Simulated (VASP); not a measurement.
Write the native input for VASP 6.6.1 that does the following.

```yaml
Task: single point
Functional: PBE
Potentials_or_basis: VASP PAW PBE potentials, release 64 (Mo_sv, P)
Cutoff: 500 eV
k_mesh: 18 × 18 × 14
Occupations: gaussian, width 0.1 eV
Spin: no spin polarisation
Dipole_correction: no
Further_INCAR_settings: ALGO = Normal; EDIFF = 1e-06; NBANDS = 16
```

The structure of MoP lies in POSCAR:

```
MoP
1.0
    3.2410431082      0.0000000000      0.0000000000
   -1.6205215541      2.8068256664      0.0000000000
    0.0000000000      0.0000000000      3.1952266600
Mo P
1 1
Direct
    0.0000000000      0.0000000000      0.0000000000
    0.3333333333      0.6666666667      0.5000000000
```

One way to write it, as run:

INCAR

```
PREC = Accurate ; ENCUT = 500
EDIFF = 1E-6 ; ISMEAR = 0
SIGMA = 0.1 ; LREAL = False
LASPH = True ; NELM = 120
ALGO = Normal ; ISIF = 2
LWAVE = False ; LCHARG = False
GGA = PE ; NBANDS = 16
GGA_COMPAT = False
```

KPOINTS

```
regular mesh
0
Gamma
  18 18 14
```

Potentials or basis: VASP PAW PBE potentials, release 64 (Mo_sv, P).

Command:

```console
$ cat potpaw_PBE.64/Mo_sv/POTCAR potpaw_PBE.64/P/POTCAR > POTCAR
$ mpirun -np 1 vasp_std > vasp.out
```

Results of the run:

```yaml
Pressure: 0.1 GPa
```

It took 54 s on 1 thread of Intel(R) Xeon(R) 6975P-C (Granite Rapids) (shared host), peak memory 0.24 GiB.
